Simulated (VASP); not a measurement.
# LiSi16 (a cell with a defect) in VASP: single point with PBEsol

Aim: the single point of LiSi16 (a cell with a defect) with PBEsol.

All numbers are computed with VASP 6.6.1; they aren't measurements. Logs are shortened: lines on timing, memory, paths and dates and some standing lists are left out, and cuts for length are marked.

## Step 1: The cell of the first run

The cell holds a defect, 17 atoms: a = 7.679 Å, b = 7.679 Å, c = 7.679 Å, α = 60.00°, β = 60.00°, γ = 60.00°.

## Step 2: Single point, PBEsol

INCAR reads:

```
ALGO = Normal
EDIFF = 1E-6
ENCUT = 520
GGA = PS
ISIF = 2
ISMEAR = -1
LASPH = T
LCHARG = T
LELF = T
LREAL = Auto
LVHAR = T
LWAVE = F
NBANDS = 48
NELECT = 66.0
NELM = 80
PREC = Accurate
SIGMA = 0.02
```

KPOINTS reads:

```
k-points
0
Gamma
  2 2 2
```

POSCAR reads:

```
LiSi16
1.0
    0.0000000000      5.4300000000      5.4300000000
    5.4300000000      0.0000000000      5.4300000000
    5.4300000000      5.4300000000      0.0000000000
Si Li
16 1
Direct
    0.0020111511     -0.0019493729      0.0018774858
    0.1242037274      0.1274950870      0.1241143978
    0.0020122081     -0.0019904461      0.4979898910
    0.1320371666      0.1226596202      0.6226295768
   -0.0000154989      0.5000014975      0.0000225654
    0.1242161596      0.6241744875      0.1241265114
    0.0020114397      0.5019518358      0.4980034774
    0.1241793327      0.6241380741      0.6275201186
    0.4980773434     -0.0019400204      0.0018763934
    0.6227855379      0.1227608363      0.1316780112
    0.5001390378     -0.0000142750      0.4997982338
    0.6227019939      0.1226782228      0.6226478950
    0.4980912052      0.5019494479      0.0018753254
    0.6274746348      0.6241829143      0.1241347940
    0.4980497616      0.5019508663      0.4980127354
    0.6227296632      0.6318754764      0.6226748706
    0.7503946360      0.2499542484      0.7494364170
```

Potentials or basis: VASP PAW PBE potentials, release 64 (Si, Li_sv).

Run with:

```
$ cat potpaw_PBE.64/Si/POTCAR potpaw_PBE.64/Li_sv/POTCAR > POTCAR
$ mpirun -np 1 vasp_std > vasp.out
```

OUTCAR:

```text
EDIFF = 1E-6
   ENCUT = 520
   GGA = PS
   ISIF = 2
   ISMEAR = -1
   LASPH = T
   LREAL = Auto
   NELECT = 66.0
   NELM = 80
   PREC = Accurate

 ion  position               nearest neighbor table
   1  0.002  0.998  0.002-   2 2.34   6 2.34  10 2.38   4 2.38  17 2.74
   2  0.124  0.127  0.124-   5 2.34   9 2.34   1 2.34   3 2.34
   3  0.002  0.998  0.498-   8 2.34   2 2.34  12 2.38   4 2.38  17 2.73
   4  0.132  0.123  0.623-  11 2.31   1 2.38   7 2.38   3 2.38  17 2.39
   5  1.000  0.500  0.000-   8 2.34   2 2.34   6 2.34  14 2.34
   6  0.124  0.624  0.124-   5 2.34  13 2.34   1 2.34   7 2.34
   7  0.002  0.502  0.498-   8 2.34   6 2.34  16 2.38   4 2.38  17 2.73
   8  0.124  0.624  0.628-   5 2.34  15 2.34   7 2.34   3 2.34
   9  0.498  0.998  0.002-   2 2.34  14 2.34  10 2.38  12 2.38  17 2.74
  10  0.623  0.123  0.132-  11 2.31  13 2.38   9 2.38   1 2.38  17 2.40
  11  0.500  1.000  0.500-   4 2.31  12 2.31  16 2.31  10 2.31
  12  0.623  0.123  0.623-  11 2.31   9 2.38  15 2.38   3 2.38  17 2.39
  13  0.498  0.502  0.002-   6 2.34  14 2.34  10 2.38  16 2.38  17 2.74
  14  0.627  0.624  0.124-   5 2.34  13 2.34   9 2.34  15 2.34
  15  0.498  0.502  0.498-   8 2.34  14 2.34  16 2.38  12 2.38  17 2.74
  16  0.623  0.632  0.623-  11 2.31  13 2.38  15 2.38   7 2.38  17 2.39
  17  0.750  0.250  0.749-   4 2.39  12 2.39  16 2.39  10 2.40   3 2.73   7 2.73  15 2.74   1 2.74
                             9 2.74  13 2.74

  LATTYP: Found a face centered cubic cell.
 ALAT       =    10.8600000000

  Lattice vectors:

 A1 = (   0.0000000000,   5.4300000000,   5.4300000000)
 A2 = (   5.4300000000,   0.0000000000,   5.4300000000)
 A3 = (   5.4300000000,   5.4300000000,   0.0000000000)

Analysis of symmetry for initial positions (statically):
=====================================================================
 Subroutine PRICEL returns:
 Original cell was already a primitive cell.

 Routine SETGRP: Setting up the symmetry group for a
 face centered cubic supercell.

 Subroutine GETGRP returns: Found  1 space group operations
 (whereof  1 operations were pure point group operations)
 out of a pool of 48 trial point group operations.

The static configuration has the point symmetry C_1 .

Analysis of symmetry for dynamics (positions and initial velocities):
=====================================================================
 Subroutine PRICEL returns:
 Original cell was already a primitive cell.

 Routine SETGRP: Setting up the symmetry group for a
 face centered cubic supercell.

 Subroutine GETGRP returns: Found  1 space group operations
 (whereof  1 operations were pure point group operations)
 out of a pool of 48 trial point group operations.

The dynamic configuration has the point symmetry C_1 .

 Subroutine INISYM returns: Found  1 space group operations
 (whereof  1 operations are pure point group operations),
 and found     1 'primitive' translations

----------------------------------------------------------------------------------------

                                     Primitive cell

  volume of cell :     320.2060

  direct lattice vectors                    reciprocal lattice vectors
     0.000000000  5.430000000  5.430000000    -0.092081031  0.092081031  0.092081031
     5.430000000  0.000000000  5.430000000     0.092081031 -0.092081031  0.092081031
     5.430000000  5.430000000  0.000000000     0.092081031  0.092081031 -0.092081031

  length of vectors
     7.679179644  7.679179644  7.679179644     0.159489025  0.159489025  0.159489025

  position of ions in fractional coordinates (direct lattice)
     0.002011151  0.998050627  0.001877486
     0.124203727  0.127495087  0.124114398
     0.002012208  0.998009554  0.497989891
     0.132037167  0.122659620  0.622629577
     0.999984501  0.500001498  0.000022565
     0.124216160  0.624174487  0.124126511
[... 9 lines left out ...]
     0.622729663  0.631875476  0.622674871
     0.750394636  0.249954248  0.749436417

  ion indices of the primitive-cell ions
   primitive index   ion index
                 1           1
                 2           2
                 3           3
                 4           4
                 5           5
                 6           6
[... 9 lines left out ...]
                16          16
                17          17

----------------------------------------------------------------------------------------

 KPOINTS: k-points

Automatic generation of k-mesh.
 Grid dimensions read from file:
 generate k-points for:    2    2    2

 Generating k-lattice:

  Cartesian coordinates                     Fractional coordinates (reciprocal lattice)
    -0.046040516  0.046040516  0.046040516     0.500000000  0.000000000  0.000000000
     0.046040516 -0.046040516  0.046040516     0.000000000  0.500000000  0.000000000
     0.046040516  0.046040516 -0.046040516     0.000000000  0.000000000  0.500000000

  Length of vectors
     0.079744512  0.079744512  0.079744512

  Shift w.r.t. Gamma in fractional coordinates (k-lattice)
     0.000000000  0.000000000  0.000000000

 Subroutine IBZKPT returns following result:
 ===========================================

 Found      8 irreducible k-points:

 Following reciprocal coordinates:
            Coordinates               Weight
  0.000000  0.000000  0.000000      1.000000
  0.500000  0.000000  0.000000      1.000000
  0.000000  0.500000  0.000000      1.000000
  0.000000  0.000000  0.500000      1.000000
  0.500000  0.500000  0.500000      1.000000
  0.500000  0.500000  0.000000      1.000000
  0.000000  0.500000  0.500000      1.000000
  0.500000  0.000000  0.500000      1.000000
   k-points           NKPTS =      8   k-points in BZ     NKDIM =      8   number of bands    NBANDS=     48
   number of dos      NEDOS =    301   number of ions     NIONS =     17
   total plane-waves  NPLWV = 216000
   dimension x,y,z NGX =    60 NGY =   60 NGZ =   60
   dimension x,y,z NGXF=   120 NGYF=  120 NGZF=  120
   ions per type =              16   1
   NGX,Y,Z   is equivalent  to a cutoff of  12.99, 12.99, 12.99 a.u.
   NGXF,Y,Z  is equivalent  to a cutoff of  25.98, 25.98, 25.98 a.u.
 SYSTEM =  unknown system
   PREC   = accura    normal or accurate (medium, high low for compatibility)
   ISTART =      0    job   : 0-new  1-cont  2-samecut
   ICHARG =      2    charge: 1-file 2-atom 10-const
   ISPIN  =      1    spin polarized calculation?
   LNONCOLLINEAR =      F non collinear calculations
   LSORBIT =      F    spin-orbit coupling
   LASPH  =      T    aspherical Exc in radial PAW
   ENCUT  =  520.0 eV  38.22 Ry    6.18 a.u.  14.28 14.28 14.28*2*pi/ulx,y,z
   NELM   =     80;   NELMIN=  2; NELMDL= -5     # of ELM steps
   EDIFF  = 0.1E-05   stopping-criterion for ELM
   LREAL  =      T    real-space projection
   EDIFFG = 0.1E-04   stopping-criterion for IOM
   NSW    =      0    number of steps for IOM
   IBRION =     -1    ionic relax: 0-MD 1-quasi-New 2-CG
   NFREE  =      0    steps in history (QN), initial steepest desc. (CG)
   ISIF   =      2    stress and relaxation
   ISYM   =      2    0-nonsym 1-usesym 2-fastsym
   POTIM  = 0.5000    time-step for ionic-motion
   TEBEG  =    0.0;   TEEND  =   0.0 temperature during run
   PSTRESS=    0.0 pullay stress
   NELECT =      66.0000    total number of electrons
   NUPDOWN=      -1.0000    fix difference up-down
   EMIN   =  10.00;   EMAX   =-10.00  energy-range for DOS
   EFERMI =   0.00;   METHOD = LEGACY
   ISMEAR =    -1;   SIGMA  =   0.02  broadening in eV -4-tet -1-fermi 0-gaus
   EFERMI_NEDOS =   21; number of points for ismear=-14 and -15
   IALGO  =     38    algorithm
   IMIX   =      4    mixing-type and parameters
     AMIX     =   0.40;   BMIX     =  1.00
     AMIX_MAG =   1.60;   BMIX_MAG =  1.00
  volume/ion in A,a.u.               =      18.84       127.11
  Fermi-wavevector in a.u.,A,eV,Ry     =   0.967044  1.827449 12.723821  0.935174
  Thomas-Fermi vector in A             =   2.096897
   LORBIT       =      0    0 simple, 1 ext, 2 COOP (PROOUT), +10 PAW based schemes
   GGA     = PS    functional components
   LHFCALC =     F    Hartree Fock is set to
   AEXX    =    0.0000 exact exchange contribution
   IVDW    =     0    specifies the selected vdW correction
   LEPSILON=     F    determine dielectric tensor
   LRPA    =     F    only Hartree local field effects (RPA)
 non-spin polarized calculation
  energy-cutoff  :      520.00
  volume of cell :      320.21
 maximum number of plane-waves:      8646
 NGX is ok and might be reduce to    60
   NGX = 29   NGY = 29   NGZ = 29

 number of electron      65.9999997 magnetization

 Free energy of the ion-electron system (eV)
  ---------------------------------------------------
  ext. energy  EPLUGINS =         0.00000000
  ---------------------------------------------------
  free energy    TOTEN  =       -98.75993807 eV

  energy without entropy =      -98.75993704  energy(sigma->0) =      -98.75993756

 E-fermi :   6.2646     XC(G=0):  -9.5855

 val. band max:        6.0065385661   @ k =   0.0000   0.0000   0.0000
 cond. band min:       6.5231112879   @ k =   0.0000   0.0000   0.0000
 fundamental gap:      0.5165727218
 Fermi energy:         6.2645992525

 k-point     1 :       0.0000    0.0000    0.0000
  band No.  band energies     occupation
      1     -39.7496      2.00000
      2      -5.9909      2.00000
      3      -3.7215      2.00000
      4      -3.6613      2.00000
      5      -3.6613      2.00000
      6      -3.6613      2.00000
[... 37 lines left out ...]
     44       8.2610      0.00000
     45       8.2618      0.00000

 k-point     2 :       0.5000    0.0000    0.0000
  band No.  band energies     occupation
      1     -39.7496      2.00000
      2      -5.2600      2.00000
      3      -5.1336      2.00000
      4      -3.4059      2.00000
      5      -3.3665      2.00000
      6      -3.3663      2.00000
[... 37 lines left out ...]
     44       9.5335      0.00000
     45       9.5339      0.00000

 k-point     3 :       0.0000    0.5000    0.0000
  band No.  band energies     occupation
      1     -39.7496      2.00000
      2      -5.2598      2.00000
      3      -5.1338      2.00000
      4      -3.4059      2.00000
      5      -3.3666      2.00000
      6      -3.3663      2.00000
[... 37 lines left out ...]
     44       9.5335      0.00000
     45       9.5340      0.00000

 k-point     4 :       0.0000    0.0000    0.5000
  band No.  band energies     occupation
      1     -39.7496      2.00000
      2      -5.2596      2.00000
      3      -5.1340      2.00000
      4      -3.4060      2.00000
      5      -3.3666      2.00000
      6      -3.3665      2.00000
[... 37 lines left out ...]
     44       9.5337      0.00000
     45       9.5339      0.00000

 k-point     5 :       0.5000    0.5000    0.5000
  band No.  band energies     occupation
      1     -39.7496      2.00000
      2      -5.2600      2.00000
      3      -5.1337      2.00000
      4      -3.4059      2.00000
      5      -3.3666      2.00000
      6      -3.3663      2.00000
[... 37 lines left out ...]
     44       9.5335      0.00000
     45       9.5340      0.00000

 k-point     6 :       0.5000    0.5000    0.0000
  band No.  band energies     occupation
      1     -39.7496      2.00000
      2      -4.9707      2.00000
      3      -4.8777      2.00000
      4      -3.9857      2.00000
      5      -3.9537      2.00000
      6      -3.9537      2.00000
[... 37 lines left out ...]
     44      10.1991      0.00000
     45      10.2824      0.00000

 k-point     7 :       0.0000    0.5000    0.5000
  band No.  band energies     occupation
      1     -39.7496      2.00000
      2      -4.9707      2.00000
      3      -4.8777      2.00000
      4      -3.9857      2.00000
      5      -3.9537      2.00000
      6      -3.9537      2.00000
[... 37 lines left out ...]
     44      10.1991      0.00000
     45      10.2824      0.00000

 k-point     8 :       0.5000    0.0000    0.5000
  band No.  band energies     occupation
      1     -39.7496      2.00000
      2      -4.9707      2.00000
      3      -4.8777      2.00000
      4      -3.9857      2.00000
      5      -3.9537      2.00000
      6      -3.9537      2.00000
[... 37 lines left out ...]
     44      10.1991      0.00000
     45      10.2824      0.00000
 [bands above 45 left out]

------------------------ aborting loop because EDIFF is reached ----------------------------------------

  FORCE on cell =-STRESS in cart. coord.  units (eV):
  Direction    XX          YY          ZZ          XY          YZ          ZX
  --------------------------------------------------------------------------------------
  -------------------------------------------------------------------------------------
  Total       -4.5286257     -4.5275237     -4.5276824     -0.0046001      0.0076912      0.0032208
  in kB      -22.6593542    -22.6538402    -22.6546339     -0.0230168      0.0384836      0.0161153
  external PRESSURE =     -22.6559428 kB  Pullay stress =       0.0000000 kB

 VOLUME and BASIS-vectors are now :
 -----------------------------------------------------------------------------
  energy-cutoff  :      520.00
  volume of cell :      320.21
      direct lattice vectors                 reciprocal lattice vectors
     0.000000000  5.430000000  5.430000000    -0.092081031  0.092081031  0.092081031
     5.430000000  0.000000000  5.430000000     0.092081031 -0.092081031  0.092081031
     5.430000000  5.430000000  0.000000000     0.092081031  0.092081031 -0.092081031

 POSITION                                       TOTAL-FORCE (eV/Angst)
 -----------------------------------------------------------------------------------
      5.42961      0.02112      5.43034        -0.001153     -0.000243      0.001073
      1.36624      1.34837      1.36672        -0.004959      0.005739     -0.005863
      8.12328      2.71501      5.43012         0.001385      0.000177      0.000252
      4.04692      4.09784      1.38300        -0.007561      0.004338      0.006357
      2.71513      5.43004      8.14492        -0.000497     -0.000080      0.000290
      4.06327      1.34850      4.06376         0.005662      0.005282      0.004760
[... 9 lines left out ...]
      6.81221      6.76255      6.81251         0.003379     -0.006046      0.006719
      5.42669      8.14408      5.43189         0.009490      0.002207     -0.005490
 -----------------------------------------------------------------------------------
    total drift:                                0.003697      0.000061     -0.002012

  FREE ENERGIE OF THE ION-ELECTRON SYSTEM (eV)
  ---------------------------------------------------
  free  energy   TOTEN  =       -98.7599380720 eV

  energy  without entropy=      -98.7599370418  energy(sigma->0) =      -98.75993756
```

Run time: 3.5 min. Hardware: 1 thread of AMD EPYC 7R43 (Zen 3), shared host; peak memory 0.44 GiB.

What came out:

- Free energy: -98.7599 eV
- Largest force: 0.011 eV/Å

Forces on the atoms (eV/Å):
```
Si  -0.001  0.000  0.001
Si  -0.005  0.006 -0.006
Si   0.001  0.000  0.000
Si  -0.008  0.004  0.006
Si   0.000  0.000  0.000
Si   0.006  0.005  0.005
Si  -0.001  0.000 -0.001
Si  -0.006 -0.006  0.006
Si  -0.001 -0.001  0.000
Si   0.003  0.005 -0.004
Si   0.001  0.000 -0.001
Si  -0.007 -0.006 -0.004
Si   0.000 -0.001  0.001
Si   0.005 -0.005 -0.005
Si   0.000  0.001  0.000
Si   0.003 -0.006  0.007
Li   0.009  0.002 -0.005
```

Caveat: the k points lie up to 0.50 Å⁻¹ apart; the cell carries a net charge on a neutralising background, which shifts energy and pressure; the cell is charged against a uniform background, so pressure and absolute levels hang on convention; the cutoff is under 1.25 times the usual one of these potentials, so pressure, stress and relaxed cells hold a basis-set (Pulay) error; the PAW data sets were made with another functional, which shifts forces and pressure a little.
